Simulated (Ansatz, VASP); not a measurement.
## One calculation of TePb, two programs

```
Te Pb
1.0
     0.03227    3.24314    3.24314
     3.24314    0.03227    3.24314
     3.24314    3.24314    0.03227
Te Pb
1 1
Direct
  0.50000 0.50000 0.50000
  0.00000 0.00000 0.00000
```

Change from the starting cell: equal xy, yz and zx shear strains of +1 %.

Alike in both runs: task single point; functional PBEsol; k mesh 10 × 10 × 10; occupations fermi-dirac, width 0.03 eV; no spin polarisation.

|  | VASP | Ansatz |
| --- | --- | --- |
| version | VASP 6.6.1 | Ansatz 0.2.0 |
| potentials or method | VASP PAW PBE potentials, release 64 (Te, Pb_d), cutoff 520 eV | all-electron LAPW, scalar-relativistic |

|  | VASP | Ansatz | Ansatz less VASP |
| --- | --- | --- | --- |
| pressure (GPa) | -0.3 | -0.2 | +0.03 |
| traceless stress, the component that is largest in VASP (GPa) | -0.15 | -0.15 | 0.000 |

VASP's potentials were made for PBE, not for PBEsol. Ansatz ran all-electron here, and VASP with PAW potentials.

Spin-orbit coupling is off throughout.
